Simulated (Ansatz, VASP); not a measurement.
## Hf in VASP and in Ansatz

Contents of INCAR:

```
SYSTEM = Hf
ALGO = Normal
EDIFF = 1E-6
ENCUT = 520
GGA = PE
ISIF = 2
ISMEAR = 0
LASPH = .TRUE.
LCHARG = .FALSE.
LREAL = .FALSE.
LWAVE = .FALSE.
NBANDS = 11
NELM = 80
PREC = Accurate
SIGMA = 0.05
```

KPOINTS

```
k-points
0
G
  18 18 18
  0 0 0
```

File POSCAR:

```
Hf
1.0
   -1.6733064826      1.6733064826      1.6733064826
    1.6733064826     -1.6733064826      1.6733064826
    1.6733064826      1.6733064826     -1.6733064826
Hf
1
Direct
    0.0000000000      0.0000000000      0.0000000000
```

Input for Ansatz:

```yaml
crystal:
  lattice:
    - [-1.6733064826, 1.6733064826, 1.6733064826]
    - [1.6733064826, -1.6733064826, 1.6733064826]
    - [1.6733064826, 1.6733064826, -1.6733064826]
  atoms:
    - { symbol: Hf, position: [0.0, 0.0, 0.0] }
basis:
  ecutwfc: 420
  ecutrho_ratio: 4
kpoints:
  mp_grid: { grid: [18, 18, 18] }
hamiltonian:
  xc: pbe
scf:
  occupations: { method: gaussian, width: 0.05 }
output:
  forces: true
  stress: true
  eigenvalues: true
```

Alike in both runs: task single point; functional PBE; k mesh 18 × 18 × 18; occupations gaussian, width 0.05 eV; no spin polarisation.

```csv
,VASP,Ansatz
version,VASP 6.6.1,Ansatz 0.2.0
potentials or method,"VASP PAW PBE potentials, release 64 (Hf_pv), cutoff 520 eV","scalar-relativistic, plane waves, PAW"
valence electrons in the cell,10,26
```

Ansatz gave:

| Item | Value |
| --- | --- |
| gap on the k mesh at the Fermi level (eV) | none |
| pressure (GPa) | 22.7 |

Problem. Estimate VASP's values.

Solution. gap on the k mesh at the Fermi level (eV): none; pressure (GPa): 22.4.

A gap of «none» marks a metal or a gap that the smearing closes. VASP's potentials hold 10 valence electrons a cell and Ansatz's 26, so a difference there can come from the potentials and not from the codes.

Neither program's run includes spin-orbit coupling.
